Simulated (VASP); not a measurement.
Input of a VASP 6.6.1 run:

The input INCAR:

```
ALGO = Normal
EDIFF = 1E-7
ENCUT = 520
GGA = PE
ISIF = 2
ISMEAR = 0
LASPH = T
LCHARG = F
LREAL = F
LWAVE = F
NBANDS = 34
NELM = 80
PREC = Accurate
SIGMA = 0.1
```

File KPOINTS:

```
k-points
0
Gamma
  4 4 4
```

The input POSCAR:

```
Ge3SbSe
1.0
    4.8756573200      0.0000000000      0.0000000000
    0.0000000000      4.8756573200      0.0000000000
    0.0000000000      0.0000000000      4.8104917400
Ge Sb Se
3 1 1
Direct
    0.0000000000      0.5000000000      0.0000000000
    0.5000000000      0.0000000000      0.0000000000
    0.0000000000      0.0000000000      0.0000000000
    0.0000000000      0.0000000000      0.5000000000
    0.5000000000      0.5000000000      0.5000000000
```

Potentials or basis: VASP PAW PBE potentials, release 64 (Ge_d, Sb, Se).

Launch:

```console
$ cat potpaw_PBE.64/Ge_d/POTCAR potpaw_PBE.64/Sb/POTCAR potpaw_PBE.64/Se/POTCAR > POTCAR
$ mpirun -np 1 vasp_std > vasp.out
```

What does it give for the pressure?

10.9 GPa.

Stress tensor (GPa, compression positive):
```
 6.03  0.00  0.00
 0.00  6.03  0.00
 0.00  0.00 20.77
```
